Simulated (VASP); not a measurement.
## GaN: single point with r2SCAN

Crystal: GaN.

```
Ga N
1.0
     0.02249    2.27144    2.27144
     2.27144    0.02249    2.27144
     2.27144    2.27144    0.02249
Ga N
1 1
Direct
  0.00066 0.00066 0.00066
  0.24934 0.24934 0.24934
```

This cell differs from its parent crystal: strain along [111] +1.5%.

```
Program                : VASP 6.6.1
Task                   : single point
Functional             : r2SCAN
Potentials or basis    : VASP PAW PBE potentials, release 64 (Ga_d, N)
Cutoff                 : 520 eV
k mesh                 : 10 × 10 × 10
Occupations            : gaussian, width 0.01 eV
Spin                   : no spin polarisation
Dipole correction      : no
Further INCAR settings : ALGO = Normal; EDIFF = 1e-06; NBANDS = 16
```

```
Pressure               : -1.6 GPa
Band gap on the k mesh : 2.02 eV, direct
```

Stress tensor (GPa, compression positive):
```
-1.65 -1.62 -1.62
-1.62 -1.65 -1.62
-1.62 -1.62 -1.65
```

Levels at points of the mesh, in eV from the valence-band top:
| k point | band 5 | band 6 | band 7 | band 8 | band 9 | band 10 | band 11 | band 12 | band 13 | band 14 |
| --- | --- | --- | --- | --- | --- | --- | --- | --- | --- | --- |
| (0.00, 0.00, 0.00) | -13.52 | -13.52 | -0.10 | 0.00 | 0.00 | 2.02 | 10.70 | 11.03 | 11.03 | 18.38 |
| (0.50, 0.00, 0.00) | -13.47 | -12.37 | -7.11 | -1.07 | -1.01 | 5.02 | 9.37 | 10.84 | 10.91 | 16.36 |
| (0.50, 0.50, 0.00) | -13.44 | -12.01 | -6.21 | -2.85 | -2.71 | 3.72 | 7.16 | 12.47 | 14.78 | 14.85 |
| (0.50, 0.50, 0.50) | -13.47 | -12.44 | -7.19 | -0.95 | -0.95 | 5.21 | 9.30 | 11.08 | 11.08 | 16.48 |

Run time: 110 s on 1 thread of Intel(R) Xeon(R) Platinum 8259CL CPU @ 2.50GHz (Skylake/Cascade Lake), on a shared host, peak memory 0.17 GiB.

Caveat: the cell differs from its parent crystal (strain along [111] +1.5%); the PAW data sets were made with another functional, which shifts forces and pressure a little.
